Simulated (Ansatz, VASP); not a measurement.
# One calculation of Fe, two programs

```
Fe
1.0
     3.77999    0.00000    0.00000
    -1.88999    3.27356    0.00000
     0.00000    0.00000    2.37599
Fe
3
Direct
  0.00000 0.00000 0.00000
  0.33333 0.66667 0.50000
  0.66667 0.33333 0.50000
```

Alike in both runs: task single point; functional RPBE; k mesh 11 × 11 × 14; occupations fermi-dirac, width 0.1 eV; no spin polarisation.

|  | VASP | Ansatz |
| --- | --- | --- |
| version | VASP 6.6.1 | Ansatz 0.2.0 |
| potentials or method | VASP PAW PBE potentials, release 64 (Fe), cutoff 520 eV | plane waves (420 eV) with PAW, scalar-relativistic |
| valence electrons in the cell | 24 | 48 |

```csv
,VASP,Ansatz,Ansatz less VASP
pressure (GPa),24.8,25.8,+1.00
"traceless stress, the component that is largest in VASP (GPa)",-1.75,-1.92,-0.174
```

VASP's potentials were made for PBE, not for RPBE. The functional is the same, so the differences come from potentials, cutoffs and numerics. VASP's potentials hold 24 valence electrons a cell and Ansatz's 48, so a difference there can come from the potentials and not from the codes.
